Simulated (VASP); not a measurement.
Write the native input for VASP 6.6.1 that does the following.

| Item | Value |
| --- | --- |
| Task | single point |
| Functional | PBEsol |
| Potentials or basis | VASP PAW PBE potentials, release 64 (Ti_sv, Al) |
| Cutoff | 520 eV |
| k mesh | 24 × 24 × 14 |
| Occupations | gaussian, width 0.15 eV |
| Spin | no spin polarisation |
| Dipole correction | no |
| Further INCAR settings | ALGO = Fast; EDIFF = 1e-06; NBANDS = 14 |

The structure of TiAl lies in POSCAR:

```
TiAl
1.0
    2.6199955819      0.0000000000      0.0000000000
   -1.3099977909      2.2689827318      0.0000000000
    0.0000000000      0.0000000000      4.2503491602
Ti Al
1 1
Direct
    0.0000000000      0.0000000000      0.0000000000
    0.3333333333      0.6666666667      0.5000000000
```

This cell differs from its parent crystal: strain -0.080 along x and y, -0.080 along z.

The input as run:

INCAR

```
SYSTEM = TiAl
PREC = Accurate
ENCUT = 520
EDIFF = 1E-6
ISMEAR = 0
SIGMA = 0.15
LREAL = .FALSE.
LASPH = .TRUE.
NELM = 100
ALGO = Fast
ISIF = 2
LWAVE = .FALSE.
LCHARG = .TRUE.
GGA = PS
LELF = .TRUE.
LVHAR = .TRUE.
NBANDS = 14
```

KPOINTS

```
Automatic mesh
0
G
  24 24 14
  0 0 0
```

Potentials or basis: VASP PAW PBE potentials, release 64 (Ti_sv, Al).

Launch:

```sh
$ cat potpaw_PBE.64/Ti_sv/POTCAR potpaw_PBE.64/Al/POTCAR > POTCAR
$ mpirun -np 1 vasp_std > vasp.out
```

Results of the run:

* Pressure: 43.9 GPa
* Band gap on the k mesh: zero (an odd number of electrons rules out a gap without spin polarisation)

Caveat: the cell differs from its parent crystal (strain -0.080 along x and y, -0.080 along z); the stress differs along the axes, from 41 to 50 GPa; the PAW data sets were made with another functional, which shifts forces and pressure a little.

It took 2 min on 1 thread of Intel(R) Xeon(R) 6975P-C (Granite Rapids) (shared host), peak memory 0.29 GiB.
